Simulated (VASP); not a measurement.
# Sn (I4_1/amd) in VASP: further runs

Runs on Sn. Level: LDA. Tasks: single point.

All numbers are computed with VASP 6.6.1; they aren't measurements. Logs are shortened: lines on timing, memory, paths and dates and some standing lists are left out, and cuts for length are marked.

## (1) The cell of the first run

The structure is tetragonal, space group I4_1/amd (No. 141). The conventional cell has a = 4.590 Å, b = 4.590 Å, c = 6.361 Å, α = 90.00°, β = 90.00°, γ = 90.00°. Sn (site symmetry -4m2) has 4 Sn at 2.79 Å within 3.7 Å.

## (2) Single point, LDA (strain -0.0200 x Voigt [0, 1, 0, 0, 0, 0])

File INCAR:

```
PREC     = Accurate       # precision mode
ENCUT    = 520            # plane-wave cutoff, eV
EDIFF    = 1E-7           # SCF threshold, eV
ISMEAR   = 0              # smearing method
SIGMA    = 0.15           # smearing width, eV
LREAL    = F              # projectors in reciprocal space
LASPH    = T              # aspherical terms in the spheres
NELM     = 100            # most SCF steps
ALGO     = Fast           # electronic algorithm
ISIF     = 2              # what is computed and relaxed
LWAVE    = F              # write WAVECAR
LCHARG   = F              # write CHGCAR
NBANDS   = 21             # bands
```

File KPOINTS:

```
regular mesh
0
Gamma
  12 12 12
```

File POSCAR:

```
Sn
1.0
    0.0000000000      3.1806880000      3.2456000000
    3.2456000000      0.0000000000      3.2456000000
    3.2456000000      3.1806880000      0.0000000000
Sn
2
Direct
    0.5000000000      0.5000000000      0.5000000000
    0.7500000000      0.7500000000      0.7500000000
```

Potentials or basis: VASP PAW LDA potentials, release 64 (Sn_d).

Launch:

```bash
> cat potpaw_LDA.64/Sn_d/POTCAR > POTCAR
> mpirun -np 1 vasp_std > vasp.out
```

OUTCAR:

```text
PREC = Accurate
   ENCUT = 520
   EDIFF = 1E-7
   ISMEAR = 0
   LREAL = F
   LASPH = T
   NELM = 100
   ISIF = 2

 ion  position               nearest neighbor table
   1  0.500  0.500  0.500-   2 2.79   2 2.79   2 2.79   2 2.79
   2  0.750  0.750  0.750-   1 2.79   1 2.79   1 2.79   1 2.79

  LATTYP: Found a body centered tetragonal cell.
 ALAT       =     4.5899715380
 C/A-ratio  =     1.3859292911

  Lattice vectors:

 A1 = (   0.0000000000,  -3.1806880000,   3.2456000000)
 A2 = (   0.0000000000,  -3.1806880000,  -3.2456000000)
 A3 = (   3.2456000000,   3.1806880000,   0.0000000000)

Analysis of symmetry for initial positions (statically):
=====================================================================
 Subroutine PRICEL returns:
 Original cell was already a primitive cell.

 Routine SETGRP: Setting up the symmetry group for a
 body centered tetragonal supercell.

 Subroutine GETGRP returns: Found 16 space group operations
 (whereof  8 operations were pure point group operations)
 out of a pool of 16 trial point group operations.

The static configuration has the point symmetry D_2d.
 The point group associated with its full space group is D_4h.

Analysis of symmetry for dynamics (positions and initial velocities):
=====================================================================
 Subroutine PRICEL returns:
 Original cell was already a primitive cell.

 Routine SETGRP: Setting up the symmetry group for a
 body centered tetragonal supercell.

 Subroutine GETGRP returns: Found 16 space group operations
 (whereof  8 operations were pure point group operations)
 out of a pool of 16 trial point group operations.

The dynamic configuration has the point symmetry D_2d.
 The point group associated with its full space group is D_4h.

 Subroutine INISYM returns: Found 16 space group operations
 (whereof  8 operations are pure point group operations),
 and found     1 'primitive' translations

----------------------------------------------------------------------------------------

                                     Primitive cell

  volume of cell :      67.0102

  direct lattice vectors                    reciprocal lattice vectors
     0.000000000  3.180688000  3.245600000    -0.154054720  0.157198694  0.154054720
     3.245600000  0.000000000  3.245600000     0.154054720 -0.157198694  0.154054720
     3.245600000  3.180688000  0.000000000     0.154054720  0.157198694 -0.154054720

  length of vectors
     4.544303633  4.589971538  4.544303633     0.268658041  0.268658041  0.268658041

  position of ions in fractional coordinates (direct lattice)
     0.500000000  0.500000000  0.500000000
     0.750000000  0.750000000  0.750000000

  ion indices of the primitive-cell ions
   primitive index   ion index
                 1           1
                 2           2

----------------------------------------------------------------------------------------

 KPOINTS: regular mesh

Automatic generation of k-mesh.
 Grid dimensions read from file:
 generate k-points for:   12   12   12

 Generating k-lattice:

  Cartesian coordinates                     Fractional coordinates (reciprocal lattice)
    -0.012837893  0.013099891  0.012837893     0.083333333  0.000000000  0.000000000
     0.012837893 -0.013099891  0.012837893     0.000000000  0.083333333  0.000000000
     0.012837893  0.013099891 -0.012837893     0.000000000  0.000000000  0.083333333

  Length of vectors
     0.022388170  0.022388170  0.022388170

  Shift w.r.t. Gamma in fractional coordinates (k-lattice)
     0.000000000  0.000000000  0.000000000

 Subroutine IBZKPT returns following result:
 ===========================================

 Found    163 irreducible k-points:

 Following reciprocal coordinates:
            Coordinates               Weight
  0.000000  0.000000  0.000000      1.000000
  0.083333  0.000000  0.000000      8.000000
  0.166667  0.000000  0.000000      8.000000
  0.250000  0.000000  0.000000      8.000000
  0.333333  0.000000  0.000000      8.000000
  0.416667  0.000000  0.000000      8.000000
[... 16 lines left out ...]
  0.500000  0.166667 -0.000000     16.000000
 -0.416667  0.166667  0.000000     16.000000
 [... further k-points ...]
   k-points           NKPTS =    163   k-points in BZ     NKDIM =    163   number of bands    NBANDS=     21
   number of dos      NEDOS =    301   number of ions     NIONS =      2
   total plane-waves  NPLWV =  46656
   dimension x,y,z NGX =    36 NGY =   36 NGZ =   36
   dimension x,y,z NGXF=    72 NGYF=   72 NGZF=   72
   ions per type =               2
   NGX,Y,Z   is equivalent  to a cutoff of  13.17, 13.04, 13.17 a.u.
   NGXF,Y,Z  is equivalent  to a cutoff of  26.34, 26.08, 26.34 a.u.
 SYSTEM =  unknown system
   PREC   = accura    normal or accurate (medium, high low for compatibility)
   ISTART =      0    job   : 0-new  1-cont  2-samecut
   ICHARG =      2    charge: 1-file 2-atom 10-const
   ISPIN  =      1    spin polarized calculation?
   LNONCOLLINEAR =      F non collinear calculations
   LSORBIT =      F    spin-orbit coupling
   LASPH  =      T    aspherical Exc in radial PAW
   ENCUT  =  520.0 eV  38.22 Ry    6.18 a.u.   8.45  8.53  8.45*2*pi/ulx,y,z
   NELM   =    100;   NELMIN=  2; NELMDL= -5     # of ELM steps
   EDIFF  = 0.1E-06   stopping-criterion for ELM
   LREAL  =      F    real-space projection
   EDIFFG = 0.1E-05   stopping-criterion for IOM
   NSW    =      0    number of steps for IOM
   IBRION =     -1    ionic relax: 0-MD 1-quasi-New 2-CG
   NFREE  =      0    steps in history (QN), initial steepest desc. (CG)
   ISIF   =      2    stress and relaxation
   ISYM   =      2    0-nonsym 1-usesym 2-fastsym
   POTIM  = 0.5000    time-step for ionic-motion
   TEBEG  =    0.0;   TEEND  =   0.0 temperature during run
   PSTRESS=    0.0 pullay stress
   NELECT =      28.0000    total number of electrons
   NUPDOWN=      -1.0000    fix difference up-down
   EMIN   =  10.00;   EMAX   =-10.00  energy-range for DOS
   EFERMI =   0.00;   METHOD = LEGACY
   ISMEAR =     0;   SIGMA  =   0.15  broadening in eV -4-tet -1-fermi 0-gaus
   EFERMI_NEDOS =   21; number of points for ismear=-14 and -15
   IALGO  =     68    algorithm
   IMIX   =      4    mixing-type and parameters
     AMIX     =   0.40;   BMIX     =  1.00
     AMIX_MAG =   1.60;   BMIX_MAG =  1.00
  volume/ion in A,a.u.               =      33.51       226.10
  Fermi-wavevector in a.u.,A,eV,Ry     =   1.223903  2.312842 20.380706  1.497940
  Thomas-Fermi vector in A             =   2.358997
   LORBIT       =      0    0 simple, 1 ext, 2 COOP (PROOUT), +10 PAW based schemes
   GGA     = CA    functional components
   LHFCALC =     F    Hartree Fock is set to
   AEXX    =    0.0000 exact exchange contribution
   IVDW    =     0    specifies the selected vdW correction
   LEPSILON=     F    determine dielectric tensor
   LRPA    =     F    only Hartree local field effects (RPA)
 non-spin polarized calculation
 RMM-DIIS sequential band-by-band and
 Gauss-broadening in eV      SIGMA  =   0.15
  energy-cutoff  :      520.00
  volume of cell :       67.01
 maximum number of plane-waves:      1839
 NGX is ok and might be reduce to    36
   NGX = 17   NGY = 17   NGZ = 17

 number of electron      28.0000008 magnetization

 Free energy of the ion-electron system (eV)
  ---------------------------------------------------
  ext. energy  EPLUGINS =         0.00000000
  ---------------------------------------------------
  free energy    TOTEN  =        -8.93980090 eV

  energy without entropy =       -8.93780218  energy(sigma->0) =       -8.93880154

 E-fermi :   5.5792     XC(G=0):  -9.2790

 val. band max:        5.5587444642   @ k =   0.0833   0.0000   0.0000
 cond. band min:       5.6169586146   @ k =   0.0000   0.0000   0.0000
 fundamental gap:      0.0582141505
 Fermi energy:         5.5791925634

 k-point     1 :       0.0000    0.0000    0.0000
  band No.  band energies     occupation
      1     -16.0845      2.00000
      2     -16.0754      2.00000
      3     -16.0754      2.00000
      4     -16.0161      2.00000
      5     -16.0121      2.00000
      6     -15.6900      2.00000
[... 13 lines left out ...]
     20      13.5002      0.00000
     21      13.8017      0.00000

 k-point     2 :       0.0833    0.0000    0.0000
  band No.  band energies     occupation
      1     -16.0885      2.00000
      2     -16.0814      2.00000
      3     -16.0756      2.00000
      4     -16.0077      2.00000
      5     -16.0042      2.00000
      6     -15.7011      2.00000
[... 13 lines left out ...]
     20      12.8623      0.00000
     21      13.0615      0.00000

 k-point     3 :       0.1667    0.0000    0.0000
  band No.  band energies     occupation
      1     -16.0990      2.00000
      2     -16.0925      2.00000
      3     -16.0716      2.00000
      4     -15.9902      2.00000
      5     -15.9874      2.00000
      6     -15.7188      2.00000
[... 13 lines left out ...]
     20      12.4385      0.00000
     21      12.5961      0.00000

 k-point     4 :       0.2500    0.0000    0.0000
  band No.  band energies     occupation
      1     -16.1092      2.00000
      2     -16.1020      2.00000
      3     -16.0649      2.00000
      4     -15.9728      2.00000
      5     -15.9706      2.00000
      6     -15.7339      2.00000
[... 13 lines left out ...]
     20      12.4563      0.00000
     21      12.5415      0.00000

 k-point     5 :       0.3333    0.0000    0.0000
  band No.  band energies     occupation
      1     -16.1163      2.00000
      2     -16.1081      2.00000
      3     -16.0579      2.00000
      4     -15.9597      2.00000
      5     -15.9580      2.00000
      6     -15.7444      2.00000
[... 13 lines left out ...]
     20      12.9487      0.00000
     21      12.9638      0.00000
[... 382 lines left out ...]
     20      13.2173      0.00000
     21      13.9954      0.00000

 k-point    22 :       0.4167    0.1667   -0.0000
  band No.  band energies     occupation
      1     -16.1353      2.00000
      2     -16.1188      2.00000
      3     -16.0414      2.00000
      4     -15.9436      2.00000
      5     -15.9111      2.00000
      6     -15.8150      2.00000
[... 13 lines left out ...]
     20      13.8671      0.00000
     21      14.5312      0.00000

 k-point    23 :       0.5000    0.1667   -0.0000
  band No.  band energies     occupation
      1     -16.1410      2.00000
      2     -16.1242      2.00000
      3     -16.0249      2.00000
      4     -15.9303      2.00000
      5     -15.9155      2.00000
      6     -15.8059      2.00000
[... 13 lines left out ...]
     20      14.2122      0.00000
     21      14.5579      0.00000

 k-point    24 :      -0.4167    0.1667    0.0000
  band No.  band energies     occupation
      1     -16.1409      2.00000
      2     -16.1273      2.00000
      3     -16.0163      2.00000
      4     -15.9301      2.00000
      5     -15.9200      2.00000
      6     -15.7884      2.00000
[... 13 lines left out ...]
     20      13.4714      0.00000
     21      13.5926      0.00000

 [... further k-points ...]

------------------------ aborting loop because EDIFF is reached ----------------------------------------

  FORCE on cell =-STRESS in cart. coord.  units (eV):
  Direction    XX          YY          ZZ          XY          YZ          ZX
  --------------------------------------------------------------------------------------
  -------------------------------------------------------------------------------------
  Total        0.1487018      0.4094961      0.1487018      0.0000000      0.0000000      0.0000000
  in kB        3.5553779      9.7908249      3.5553779      0.0000000      0.0000000      0.0000000
  external PRESSURE =       5.6338602 kB  Pullay stress =       0.0000000 kB

 VOLUME and BASIS-vectors are now :
 -----------------------------------------------------------------------------
  energy-cutoff  :      520.00
  volume of cell :       67.01
      direct lattice vectors                 reciprocal lattice vectors
     0.000000000  3.180688000  3.245600000    -0.154054720  0.157198694  0.154054720
     3.245600000  0.000000000  3.245600000     0.154054720 -0.157198694  0.154054720
     3.245600000  3.180688000  0.000000000     0.154054720  0.157198694 -0.154054720

 POSITION                                       TOTAL-FORCE (eV/Angst)
 -----------------------------------------------------------------------------------
      3.24560      3.18069      3.24560         0.000000     -0.000000      0.000000
      4.86840      4.77103      4.86840        -0.000000      0.000000     -0.000000
 -----------------------------------------------------------------------------------
    total drift:                                0.000000      0.000000      0.000000

  FREE ENERGIE OF THE ION-ELECTRON SYSTEM (eV)
  ---------------------------------------------------
  free  energy   TOTEN  =        -8.9398009049 eV

  energy  without entropy=       -8.9378021778  energy(sigma->0) =       -8.93880154
```

It took 4.8 min on 1 thread of Intel Xeon Platinum 8259CL at 2.50GHz (Skylake/Cascade Lake), shared host; peak memory 0.3 GiB.

Results:

```
Free energy            : -8.9398 eV
Pressure               : 0.6 GPa
Band gap on the k mesh : zero (bands 14 and 15 overlap by 0.11 eV)
```

Levels at points of the mesh, in eV from the Fermi level:
| k point | band 12 | band 13 | band 14 | band 15 | band 16 | band 17 |
| --- | --- | --- | --- | --- | --- | --- |
| (0.00, 0.00, 0.00) | -0.67 | 0.04 | 0.04 | 0.17 | 2.09 | 2.18 |
| (0.50, 0.00, 0.00) | -6.42 | -1.22 | -1.08 | -0.07 | 3.18 | 3.28 |
| (0.50, 0.50, 0.00) | -7.65 | -2.49 | -2.49 | 0.78 | 0.78 | 7.74 |
| (0.50, 0.00, 0.50) | -7.58 | -2.60 | -2.60 | 0.65 | 0.65 | 7.79 |

Caveat: the cell differs from its parent crystal (strain -0.0200 x Voigt [0, 1, 0, 0, 0, 0]); spin-orbit coupling is left out, which moves the levels of the heavy elements.

## (3) Single point, LDA (strain -0.0150 x Voigt [0, 1, 0, 0, 0, 0])

File INCAR:

```
  ALGO = Fast
  EDIFF = 1E-6
  ENCUT = 520
  GGA = CA
  ISIF = 2
  ISMEAR = 0
  LASPH = T
  LCHARG = T
  LELF = T
  LREAL = F
  LVHAR = T
  LWAVE = F
  NBANDS = 21
  NELM = 80
  PREC = Accurate
  SIGMA = 0.15
```

File KPOINTS:

```
k-points
0
Gamma
  12 12 12
```

File POSCAR:

```
Sn
1.0
    0.0000000000      3.1969160000      3.2456000000
    3.2456000000      0.0000000000      3.2456000000
    3.2456000000      3.1969160000      0.0000000000
Sn
2
Direct
    0.5000000000      0.5000000000      0.5000000000
    0.7500000000      0.7500000000      0.7500000000
```

Potentials or basis: VASP PAW LDA potentials, release 64 (Sn_d).

Launch:

```bash
> cat potpaw_LDA.64/Sn_d/POTCAR > POTCAR
> mpirun -np 1 vasp_std > vasp.out
```

Run time: 4.3 min. Hardware: 1 thread of Intel Xeon Platinum 8259CL at 2.50GHz (Skylake/Cascade Lake), shared host; peak memory 0.3 GiB.

It converged, with:

* Free energy: -8.9416 eV
* Pressure: 0.3 GPa
* Band gap on the k mesh: zero (bands 14 and 15 overlap by 0.13 eV)

Stress tensor (GPa, compression positive):
```
0.13 0.00 0.00
0.00 0.60 0.00
0.00 0.00 0.13
```

Levels at points of the mesh, in eV from the Fermi level:
```tsv
k point	band 11	band 12	band 13	band 14	band 15	band 16	band 17	band 18
(0.00, 0.00, 0.00)	-10.74	-0.70	0.05	0.05	0.15	2.11	2.17	2.17
(0.50, 0.00, 0.00)	-9.09	-6.39	-1.19	-1.09	-0.08	3.19	3.27	5.52
(0.50, 0.50, 0.00)	-7.63	-7.63	-2.48	-2.48	0.78	0.78	7.73	7.73
(0.50, 0.00, 0.50)	-7.57	-7.57	-2.56	-2.56	0.68	0.68	7.75	7.75
```

Caveat: the cell differs from its parent crystal (strain -0.0150 x Voigt [0, 1, 0, 0, 0, 0]); spin-orbit coupling is left out, which moves the levels of the heavy elements.

(Continued in part 2 of 3.)
